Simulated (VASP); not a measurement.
# CsCdCl3 (P4mm) in VASP: a series of runs

The runs below take CsCdCl3 through single point, with LDA.

Everything below comes from runs of VASP 6.6.1. Logs are shortened: lines on timing, memory, paths and dates and some standing lists are left out, and cuts for length are marked.

## 1. The cell of the first run

Symmetry: P4mm, No. 99, tetragonal system. The conventional cell has a = 5.200 Å, b = 5.200 Å, c = 5.200 Å, α = 90.00°, β = 90.00°, γ = 90.00°. Within 4.6 Å of Cs (site symmetry 4mm) lie 12 Cl at 3.34 to 4.05 Å and 8 Cd at 4.50 Å. Within 2.8 Å of Cd (site symmetry 4mm) lie 5 Cl at 2.10 to 2.65 Å. Within 3.5 Å of Cl (site symmetry 2mm) lie 2 Cd at 2.65 Å and 2 Cs at 3.34 Å. Cl (site symmetry 4mm) has 1 Cd at 2.10 Å within 2.8 Å.

## 2. Single point, LDA (all Cl atoms moved -0.500 Å, as atom 3 along Cartesian [0 0 1])

INCAR

```
SYSTEM = CsCdCl3
ALGO = Normal ; EDIFF = 1E-7
ENCUT = 520 ; GGA = CA
ISIF = 2 ; ISMEAR = 0
LASPH = .True. ; LCHARG = .True.
LELF = .True. ; LREAL = .False.
LVHAR = .True. ; LWAVE = .False.
NBANDS = 29 ; NELM = 80
PREC = Accurate ; SIGMA = 0.05
```

KPOINTS

```
k-points
0
Gamma
  6 6 6
  0 0 0
```

POSCAR

```
CsCdCl3
1.0
    5.2000000000      0.0000000000      0.0000000000
    0.0000000000      5.2000000000      0.0000000000
    0.0000000000      0.0000000000      5.2000000000
Cs Cd Cl
1 1 3
Direct
    0.0000000000      0.0000000000      0.0000000000
    0.5000000000      0.5000000000      0.5000000000
    0.0000000000      0.5000000000      0.4038461538
    0.5000000000      0.0000000000      0.4038461538
    0.5000000000      0.5000000000     -0.0961538462
```

Potentials or basis: VASP PAW LDA potentials, release 64 (Cs_sv, Cd, Cl).

The run is started by

```sh
cat potpaw_LDA.64/Cs_sv/POTCAR potpaw_LDA.64/Cd/POTCAR potpaw_LDA.64/Cl/POTCAR > POTCAR
mpirun -np 1 vasp_std > vasp.out
```

OUTCAR:

```text
SYSTEM = CsCdCl3
   EDIFF = 1E-7
   ENCUT = 520
   GGA = CA
   ISIF = 2
   ISMEAR = 0
   LASPH = .True.
   LREAL = .False.
   NELM = 80
   PREC = Accurate

 ion  position               nearest neighbor table
   1  0.000  0.000  0.000-
   2  0.500  0.500  0.500-   5 2.10   4 2.65   3 2.65   4 2.65   3 2.65   5 3.10
   3  0.000  0.500  0.404-   2 2.65   2 2.65
   4  0.500  0.000  0.404-   2 2.65   2 2.65
   5  0.500  0.500  0.904-   2 2.10   2 3.10

  LATTYP: Found a simple cubic cell.
 ALAT       =     5.2000000000

  Lattice vectors:

 A1 = (   5.2000000000,   0.0000000000,   0.0000000000)
 A2 = (   0.0000000000,   5.2000000000,   0.0000000000)
 A3 = (   0.0000000000,   0.0000000000,   5.2000000000)

Analysis of symmetry for initial positions (statically):
=====================================================================
 Subroutine PRICEL returns:
 Original cell was already a primitive cell.

 Routine SETGRP: Setting up the symmetry group for a
 simple cubic supercell.

 Subroutine GETGRP returns: Found  8 space group operations
 (whereof  8 operations were pure point group operations)
 out of a pool of 48 trial point group operations.

The static configuration has the point symmetry C_4v.

Analysis of symmetry for dynamics (positions and initial velocities):
=====================================================================
 Subroutine PRICEL returns:
 Original cell was already a primitive cell.

 Routine SETGRP: Setting up the symmetry group for a
 simple cubic supercell.

 Subroutine GETGRP returns: Found  8 space group operations
 (whereof  8 operations were pure point group operations)
 out of a pool of 48 trial point group operations.

The dynamic configuration has the point symmetry C_4v.

 Subroutine INISYM returns: Found  8 space group operations
 (whereof  8 operations are pure point group operations),
 and found     1 'primitive' translations

----------------------------------------------------------------------------------------

                                     Primitive cell

  volume of cell :     140.6080

  direct lattice vectors                    reciprocal lattice vectors
     5.200000000  0.000000000  0.000000000     0.192307692  0.000000000  0.000000000
     0.000000000  5.200000000  0.000000000     0.000000000  0.192307692  0.000000000
     0.000000000  0.000000000  5.200000000     0.000000000  0.000000000  0.192307692

  length of vectors
     5.200000000  5.200000000  5.200000000     0.192307692  0.192307692  0.192307692

  position of ions in fractional coordinates (direct lattice)
     0.000000000  0.000000000  0.000000000
     0.500000000  0.500000000  0.500000000
     0.000000000  0.500000000  0.403846154
     0.500000000  0.000000000  0.403846154
     0.500000000  0.500000000  0.903846154

  ion indices of the primitive-cell ions
   primitive index   ion index
                 1           1
                 2           2
                 3           3
                 4           4
                 5           5

----------------------------------------------------------------------------------------

 KPOINTS: k-points

Automatic generation of k-mesh.
 Grid dimensions read from file:
 generate k-points for:    6    6    6

 Generating k-lattice:

  Cartesian coordinates                     Fractional coordinates (reciprocal lattice)
     0.032051282  0.000000000  0.000000000     0.166666667  0.000000000  0.000000000
     0.000000000  0.032051282  0.000000000     0.000000000  0.166666667  0.000000000
     0.000000000  0.000000000  0.032051282     0.000000000  0.000000000  0.166666667

  Length of vectors
     0.032051282  0.032051282  0.032051282

  Shift w.r.t. Gamma in fractional coordinates (k-lattice)
     0.000000000  0.000000000  0.000000000

 Subroutine IBZKPT returns following result:
 ===========================================

 Found     40 irreducible k-points:

 Following reciprocal coordinates:
            Coordinates               Weight
  0.000000  0.000000  0.000000      1.000000
  0.166667  0.000000  0.000000      4.000000
  0.000000  0.000000  0.166667      2.000000
  0.333333  0.000000  0.000000      4.000000
  0.000000  0.000000  0.333333      2.000000
  0.500000  0.000000  0.000000      2.000000
[... 16 lines left out ...]
  0.166667  0.166667  0.166667      8.000000
  0.333333  0.166667  0.166667     16.000000
 [... further k-points ...]
   k-points           NKPTS =     40   k-points in BZ     NKDIM =     40   number of bands    NBANDS=     29
   number of dos      NEDOS =    301   number of ions     NIONS =      5
   total plane-waves  NPLWV =  64000
   dimension x,y,z NGX =    40 NGY =   40 NGZ =   40
   dimension x,y,z NGXF=    80 NGYF=   80 NGZF=   80
   ions per type =               1   1   3
   NGX,Y,Z   is equivalent  to a cutoff of  12.79, 12.79, 12.79 a.u.
   NGXF,Y,Z  is equivalent  to a cutoff of  25.58, 25.58, 25.58 a.u.
 SYSTEM =  CsCdCl3
   PREC   = accura    normal or accurate (medium, high low for compatibility)
   ISTART =      0    job   : 0-new  1-cont  2-samecut
   ICHARG =      2    charge: 1-file 2-atom 10-const
   ISPIN  =      1    spin polarized calculation?
   LNONCOLLINEAR =      F non collinear calculations
   LSORBIT =      F    spin-orbit coupling
   LASPH  =      T    aspherical Exc in radial PAW
   ENCUT  =  520.0 eV  38.22 Ry    6.18 a.u.   9.67  9.67  9.67*2*pi/ulx,y,z
   NELM   =     80;   NELMIN=  2; NELMDL= -5     # of ELM steps
   EDIFF  = 0.1E-06   stopping-criterion for ELM
   LREAL  =      F    real-space projection
   EDIFFG = 0.1E-05   stopping-criterion for IOM
   NSW    =      0    number of steps for IOM
   IBRION =     -1    ionic relax: 0-MD 1-quasi-New 2-CG
   NFREE  =      0    steps in history (QN), initial steepest desc. (CG)
   ISIF   =      2    stress and relaxation
   ISYM   =      2    0-nonsym 1-usesym 2-fastsym
   POTIM  = 0.5000    time-step for ionic-motion
   TEBEG  =    0.0;   TEEND  =   0.0 temperature during run
   PSTRESS=    0.0 pullay stress
   NELECT =      42.0000    total number of electrons
   NUPDOWN=      -1.0000    fix difference up-down
   EMIN   =  10.00;   EMAX   =-10.00  energy-range for DOS
   EFERMI =   0.00;   METHOD = LEGACY
   ISMEAR =     0;   SIGMA  =   0.05  broadening in eV -4-tet -1-fermi 0-gaus
   EFERMI_NEDOS =   21; number of points for ismear=-14 and -15
   IALGO  =     38    algorithm
   IMIX   =      4    mixing-type and parameters
     AMIX     =   0.40;   BMIX     =  1.00
     AMIX_MAG =   1.60;   BMIX_MAG =  1.00
  volume/ion in A,a.u.               =      28.12       189.77
  Fermi-wavevector in a.u.,A,eV,Ry     =   1.094346  2.068014 16.294239  1.197593
  Thomas-Fermi vector in A             =   2.230649
   LORBIT       =      0    0 simple, 1 ext, 2 COOP (PROOUT), +10 PAW based schemes
   GGA     = CA    functional components
   LHFCALC =     F    Hartree Fock is set to
   AEXX    =    0.0000 exact exchange contribution
   IVDW    =     0    specifies the selected vdW correction
   LEPSILON=     F    determine dielectric tensor
   LRPA    =     F    only Hartree local field effects (RPA)
 non-spin polarized calculation
 Gauss-broadening in eV      SIGMA  =   0.05
  energy-cutoff  :      520.00
  volume of cell :      140.61
 maximum number of plane-waves:      3840
 NGX is ok and might be reduce to    40
   NGX = 19   NGY = 19   NGZ = 19

 number of electron      42.0000009 magnetization

 Free energy of the ion-electron system (eV)
  ---------------------------------------------------
  ext. energy  EPLUGINS =         0.00000000
  ---------------------------------------------------
  free energy    TOTEN  =       -15.91528510 eV

  energy without entropy =      -15.91528510  energy(sigma->0) =      -15.91528510

 E-fermi :   0.0434     XC(G=0):  -9.0974

 val. band max:       -0.2186117711   @ k =   0.5000   0.5000   0.5000
 cond. band min:       1.7679299856   @ k =   0.0000   0.0000   0.0000
 fundamental gap:      1.9865417567
 Fermi energy:         0.0433735691

 k-point     1 :       0.0000    0.0000    0.0000
  band No.  band energies     occupation
      1     -18.9608      2.00000
      2     -14.1247      2.00000
      3     -13.2756      2.00000
      4     -12.9610      2.00000
      5      -6.9998      2.00000
      6      -6.9998      2.00000
[... 21 lines left out ...]
     28       7.1631      0.00000
     29      10.3791      0.00000

 k-point     2 :       0.1667    0.0000    0.0000
  band No.  band energies     occupation
      1     -18.9577      2.00000
      2     -14.1207      2.00000
      3     -13.2514      2.00000
      4     -12.9772      2.00000
      5      -7.0262      2.00000
      6      -6.9992      2.00000
[... 21 lines left out ...]
     28       7.5923      0.00000
     29       9.8906      0.00000

 k-point     3 :       0.0000    0.0000    0.1667
  band No.  band energies     occupation
      1     -18.9584      2.00000
      2     -14.0870      2.00000
      3     -13.2972      2.00000
      4     -12.9594      2.00000
      5      -7.0545      2.00000
      6      -7.0173      2.00000
[... 21 lines left out ...]
     28       7.4433      0.00000
     29      10.4167      0.00000

 k-point     4 :       0.3333    0.0000    0.0000
  band No.  band energies     occupation
      1     -18.9515      2.00000
      2     -14.1133      2.00000
      3     -13.1914      2.00000
      4     -13.0193      2.00000
      5      -7.1048      2.00000
      6      -6.9980      2.00000
[... 597 lines left out ...]
     28       8.3756      0.00000
     29       8.6789      0.00000

 k-point    23 :       0.1667    0.1667    0.1667
  band No.  band energies     occupation
      1     -18.9526      2.00000
      2     -14.0791      2.00000
      3     -13.2450      2.00000
      4     -12.9892      2.00000
      5      -7.1194      2.00000
      6      -7.0343      2.00000
[... 21 lines left out ...]
     28       8.1161      0.00000
     29       9.3824      0.00000

 k-point    24 :       0.3333    0.1667    0.1667
  band No.  band energies     occupation
      1     -18.9470      2.00000
      2     -14.0705      2.00000
      3     -13.1828      2.00000
      4     -13.0266      2.00000
      5      -7.1846      2.00000
      6      -7.0405      2.00000
[... 21 lines left out ...]
     28       8.4473      0.00000
     29       8.8510      0.00000

 [... further k-points ...]

------------------------ aborting loop because EDIFF is reached ----------------------------------------

  FORCE on cell =-STRESS in cart. coord.  units (eV):
  Direction    XX          YY          ZZ          XY          YZ          ZX
  --------------------------------------------------------------------------------------
  -------------------------------------------------------------------------------------
  Total       -1.2937748     -1.2937748     10.2072715      0.0000000     -0.0000000      0.0000000
  in kB      -14.7420964    -14.7420964    116.3081689      0.0000000     -0.0000000      0.0000000
  external PRESSURE =      28.9413254 kB  Pullay stress =       0.0000000 kB

 VOLUME and BASIS-vectors are now :
 -----------------------------------------------------------------------------
  energy-cutoff  :      520.00
  volume of cell :      140.61
      direct lattice vectors                 reciprocal lattice vectors
     5.200000000  0.000000000  0.000000000     0.192307692  0.000000000  0.000000000
     0.000000000  5.200000000  0.000000000     0.000000000  0.192307692  0.000000000
     0.000000000  0.000000000  5.200000000     0.000000000  0.000000000  0.192307692

 POSITION                                       TOTAL-FORCE (eV/Angst)
 -----------------------------------------------------------------------------------
      0.00000      0.00000      0.00000        -0.000000      0.000000     -0.381703
      2.60000      2.60000      2.60000         0.000000     -0.000000     -5.110576
      0.00000      2.60000      2.10000        -0.000000      0.000000      0.060045
      2.60000      0.00000      2.10000        -0.000000      0.000000      0.060045
      2.60000      2.60000      4.70000        -0.000000      0.000000      5.372188
 -----------------------------------------------------------------------------------
    total drift:                                0.000000      0.000000      0.000154

  FREE ENERGIE OF THE ION-ELECTRON SYSTEM (eV)
  ---------------------------------------------------
  free  energy   TOTEN  =       -15.9152850982 eV

  energy  without entropy=      -15.9152850982  energy(sigma->0) =      -15.91528510
```

Wall time 3.2 min (1 thread of Intel Xeon 6975P-C (Granite Rapids), shared host); peak memory 0.29 GiB.

Results:

```yaml
Free_energy: -15.9153 eV
Pressure: 2.9 GPa
Largest_force: 5.372 eV/Å
Band_gap_on_the_k_mesh: 1.99 eV (least direct gap 2.25 eV)
```

Forces on the atoms (eV/Å):
```
Cs   0.000  0.000 -0.382
Cd   0.000  0.000 -5.111
Cl   0.000  0.000  0.060
Cl   0.000  0.000  0.060
Cl   0.000  0.000  5.372
```

Stress tensor (GPa, compression positive):
```
-1.47  0.00  0.00
 0.00 -1.47  0.00
 0.00  0.00 11.63
```

Levels at points of the mesh, in eV from the valence-band top:
| k point | band 17 | band 18 | band 19 | band 20 | band 21 | band 22 | band 23 | band 24 | band 25 | band 26 |
| --- | --- | --- | --- | --- | --- | --- | --- | --- | --- | --- |
| (0.00, 0.00, 0.00) | -0.85 | -0.71 | -0.34 | -0.34 | -0.26 | 1.99 | 5.62 | 6.15 | 6.23 | 7.26 |
| (0.50, 0.00, 0.00) | -1.13 | -0.73 | -0.69 | -0.65 | -0.51 | 4.50 | 6.83 | 7.39 | 7.45 | 7.98 |
| (0.00, 0.00, 0.50) | -0.93 | -0.91 | -0.91 | -0.62 | -0.62 | 4.16 | 7.16 | 7.54 | 7.76 | 8.32 |
| (0.50, 0.50, 0.00) | -1.24 | -0.90 | -0.90 | -0.17 | -0.01 | 6.24 | 7.37 | 7.37 | 7.72 | 7.82 |
| (0.00, 0.50, 0.50) | -0.93 | -0.83 | -0.76 | -0.28 | -0.06 | 5.93 | 6.99 | 7.38 | 8.15 | 8.46 |
| (0.50, 0.50, 0.50) | -0.28 | -0.28 | -0.15 | -0.13 | 0.00 | 5.97 | 5.97 | 6.28 | 7.29 | 7.62 |

Caveat: the cell differs from its parent crystal (all Cl atoms moved -0.500 Å, as atom 3 along Cartesian [0 0 1]); the stress differs along the axes, from -1 to 12 GPa; spin-orbit coupling is left out, which moves the levels of the heavy elements; forces of over 1 eV/Å act on the atoms, so gaps and moduli don't describe the material at rest.

## 3. Single point, LDA (all Cl atoms moved +0.375 Å, as atom 3 along Cartesian [0 0 1])

INCAR

```
  ALGO = Normal
  EDIFF = 1E-7
  ENCUT = 520
  ISIF = 2
  ISMEAR = 0
  LASPH = T
  LCHARG = F
  LREAL = F
  LWAVE = F
  NBANDS = 29
  NELM = 80
  PREC = Accurate
  SIGMA = 0.05
```

KPOINTS

```
k-points
0
Gamma
  6 6 6
```

POSCAR

```
CsCdCl3
1.0
    5.2000000000      0.0000000000      0.0000000000
    0.0000000000      5.2000000000      0.0000000000
    0.0000000000      0.0000000000      5.2000000000
Cs Cd Cl
1 1 3
Direct
    0.0000000000      0.0000000000      0.0000000000
    0.5000000000      0.5000000000      0.5000000000
    0.0000000000      0.5000000000      0.5721153846
    0.5000000000      0.0000000000      0.5721153846
    0.5000000000      0.5000000000      0.0721153846
```

Potentials or basis: VASP PAW LDA potentials, release 64 (Cs_sv, Cd, Cl).

The run is started by

```sh
cat potpaw_LDA.64/Cs_sv/POTCAR potpaw_LDA.64/Cd/POTCAR potpaw_LDA.64/Cl/POTCAR > POTCAR
mpirun -np 1 vasp_std > vasp.out
```

It took 2 min on 1 thread of Intel Xeon 6975P-C (Granite Rapids), shared host; peak memory 0.3 GiB.

The run converged. Its results:

```yaml
Free_energy: -16.4198 eV
Pressure: 0.7 GPa
Largest_force: 2.805 eV/Å
Band_gap_on_the_k_mesh: 1.81 eV (least direct gap 2.21 eV)
```

Forces in eV/Å, atoms in the order of the input:
```
Cs   0.000  0.000  0.253
Cd   0.000  0.000  2.571
Cl   0.000  0.000 -0.009
Cl   0.000  0.000 -0.009
Cl   0.000  0.000 -2.805
```

Stress tensor (GPa, compression positive):
```
-1.62  0.00  0.00
 0.00 -1.62  0.00
 0.00  0.00  5.21
```

Levels at points of the mesh, in eV from the valence-band top:
```
           k point  band 18  band 19  band 20  band 21  band 22  band 23  band 24  band 25
(0.00, 0.00, 0.00)    -0.79    -0.44    -0.44    -0.39     1.81     5.60     6.03     6.08
(0.50, 0.00, 0.00)    -0.81    -0.78    -0.75    -0.65     4.42     6.87     7.31     7.60
(0.00, 0.00, 0.50)    -0.93    -0.93    -0.72    -0.72     4.18     7.06     7.40     7.75
(0.50, 0.50, 0.00)    -0.98    -0.98    -0.22    -0.01     6.17     7.25     7.25     7.75
(0.00, 0.50, 0.50)    -0.93    -0.88    -0.29    -0.05     5.96     7.01     7.41     7.81
(0.50, 0.50, 0.50)    -0.29    -0.20    -0.09     0.00     5.84     5.84     6.06     7.29
```

Caveat: the cell differs from its parent crystal (all Cl atoms moved +0.375 Å, as atom 3 along Cartesian [0 0 1]); the stress differs along the axes, from -2 to 5 GPa; spin-orbit coupling is left out, which moves the levels of the heavy elements; forces of over 1 eV/Å act on the atoms, so gaps and moduli don't describe the material at rest. A k mesh can miss the band edges.

## 4. Single point, LDA (all Cl atoms moved -0.250 Å, as atom 3 along Cartesian [0 0 1])

INCAR

```
PREC = Accurate
ENCUT = 520
EDIFF = 1E-6
ISMEAR = 0
SIGMA = 0.05
LREAL = F
LASPH = T
NELM = 60
ALGO = Normal
ISIF = 2
LWAVE = F
LCHARG = F
NBANDS = 29
```

KPOINTS

```
Automatic mesh
0
Gamma
  6 6 6
```

POSCAR

```
CsCdCl3
1.0
    5.2000000000      0.0000000000      0.0000000000
    0.0000000000      5.2000000000      0.0000000000
    0.0000000000      0.0000000000      5.2000000000
Cs Cd Cl
1 1 3
Direct
    0.0000000000      0.0000000000      0.0000000000
    0.5000000000      0.5000000000      0.5000000000
    0.0000000000      0.5000000000      0.4519230769
    0.5000000000      0.0000000000      0.4519230769
    0.5000000000      0.5000000000     -0.0480769231
```

The run is started by

```sh
cat potpaw_LDA.64/Cs_sv/POTCAR potpaw_LDA.64/Cd/POTCAR potpaw_LDA.64/Cl/POTCAR > POTCAR
mpirun -np 1 vasp_std > vasp.out
```

Run time: 1.8 min. Hardware: 1 thread of Intel Xeon 6975P-C (Granite Rapids), shared host; peak memory 0.3 GiB.

It converged, with:

- Free energy: -16.6694 eV
- Pressure: -0.7 GPa
- Largest force: 1.345 eV/Å
- Band gap on the k mesh: 1.67 eV (least direct gap 2.16 eV)

Forces in eV/Å, atoms in the order of the input:
```
Cs   0.000  0.000 -0.152
Cd   0.000  0.000 -1.167
Cl   0.000  0.000 -0.013
Cl   0.000  0.000 -0.013
Cl   0.000  0.000  1.345
```

Stress tensor (GPa, compression positive):
```
-1.67  0.00  0.00
 0.00 -1.67  0.00
 0.00  0.00  1.21
```

Levels at points of the mesh, in eV from the valence-band top:
```
           k point  band 19  band 20  band 21  band 22  band 23  band 24
(0.00, 0.00, 0.00)    -0.52    -0.52    -0.49     1.67     5.58     5.95
(0.50, 0.00, 0.00)    -0.85    -0.81    -0.76     4.34     6.90     7.25
(0.00, 0.00, 0.50)    -0.92    -0.79    -0.79     4.23     6.98     7.30
(0.50, 0.50, 0.00)    -1.03    -0.26    -0.01     6.12     7.15     7.15
(0.00, 0.50, 0.50)    -0.98    -0.30    -0.04     6.00     7.03     7.32
(0.50, 0.50, 0.50)    -0.24    -0.05     0.00     5.75     5.75     5.85
```

Caveat: the cell differs from its parent crystal (all Cl atoms moved -0.250 Å, as atom 3 along Cartesian [0 0 1]); spin-orbit coupling is left out, which moves the levels of the heavy elements; forces of over 1 eV/Å act on the atoms, so gaps and moduli don't describe the material at rest. A k mesh can miss the band edges.

## 5. Overview

| cell | gap on the mesh (eV) | pressure (GPa) | largest force (eV/Å) |
| --- | --- | --- | --- |
| as given, atomic positions A | 1.99 | 2.9 | 5.37 |
| as given, atomic positions B | 1.81 | 0.7 | 2.80 |
| as given, atomic positions C | 1.67 | -0.7 | 1.34 |

Alike in all rows: task single point; level LDA; potentials or basis VASP PAW LDA potentials, release 64 (Cs_sv, Cd, Cl); no spin polarisation; k mesh 6 × 6 × 6; cutoff (eV) 520; smearing gaussian 0.05 eV.

Caveats: spin-orbit coupling is left out, which moves the levels of the heavy elements; forces of over 1 eV/Å act on the atoms, so gaps and moduli don't describe the material at rest; the stress differs along the axes, from -1 to 12 GPa (at least some runs); the stress differs along the axes, from -2 to 5 GPa (at least some runs).

Total energies depend on the potentials used, so only differences within one code and one set of settings carry meaning.
